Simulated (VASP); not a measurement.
Write the native input for VASP 6.6.1 that does the following.

```
Task                   : single point
Functional             : PBE
Potentials or basis    : VASP PAW PBE potentials, release 64 (V_sv)
Cutoff                 : 520 eV
k mesh                 : 22 × 22 × 22
Occupations            : gaussian, width 0.15 eV
Spin                   : no spin polarisation
Dipole correction      : no
Further INCAR settings : ALGO = Fast; EDIFF = 1e-07; NBANDS = 12
```

The structure of V lies in POSCAR:

```
V
1.0
   -1.5583900000      1.5583900000      1.5583900000
    1.5583900000     -1.5583900000      1.5583900000
    1.5583900000      1.5583900000     -1.5583900000
V
1
Direct
    0.0000000000      0.0000000000      0.0000000000
```

This cell differs from its parent crystal: strain +0.030 along x and y, +0.030 along z.

The input as run:

INCAR

```
PREC = Accurate
ENCUT = 520
EDIFF = 1E-7
ISMEAR = 0
SIGMA = 0.15
LREAL = F
LASPH = T
NELM = 100
ALGO = Fast
ISIF = 2
LWAVE = F
LCHARG = T
GGA = PE
LELF = T
LVHAR = T
NBANDS = 12
```

KPOINTS

```
Automatic mesh
0
Gamma
  22 22 22
```

Potentials or basis: VASP PAW PBE potentials, release 64 (V_sv).

Launch:

```bash
$ cat potpaw_PBE.64/V_sv/POTCAR > POTCAR
$ mpirun -np 1 vasp_std > vasp.out
```

It gave:

```
Pressure               : -16.8 GPa
Band gap on the k mesh : zero (an odd number of electrons rules out a gap without spin polarisation)
```

Caveat: the cell differs from its parent crystal (strain +0.030 along x and y, +0.030 along z); the cell stands under tension.

It took 30 s on 1 thread of Intel(R) Xeon(R) Platinum 8488C (Sapphire Rapids), with other jobs on the host, peak memory 0.17 GiB.
